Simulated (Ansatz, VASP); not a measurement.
**AlP: VASP beside Ansatz**

```xyz
2
Lattice="0.0000 2.7350 2.7350 2.7350 0.0000 2.7350 2.7350 2.7350 0.0000" Properties=species:S:1:pos:R:3 pbc="T T T"
Al    0.0000    0.0000    0.0000
P     1.3675    1.3675    1.3675
```

Alike in both runs: task relaxation of cell and atoms; functional LDA; k mesh 8 × 8 × 8; occupations gaussian, width 0.02 eV; no spin polarisation.

```csv
,VASP,Ansatz
version,VASP 6.6.1,Ansatz 0.2.0
potentials or method,"VASP PAW LDA potentials, release 64 (Al, P), cutoff 500 eV","scalar-relativistic, plane waves, PAW"
valence electrons in the cell,8,8
```

```tsv
	VASP	Ansatz	Ansatz less VASP
gap on the k mesh at the Fermi level, each at its own relaxed structure (eV)	1.42	1.42	+0.003
relaxed volume (Å³/atom)	20.07	20.05	-0.014
relaxed cell length with the largest relative difference (Å)	3.843	3.842	-0.0009
```

Ansatz warns that its potentials were made for another functional, while VASP's fit it. LDA's correlation is that of Perdew and Zunger in VASP and of Perdew and Wang (1992) in Ansatz.
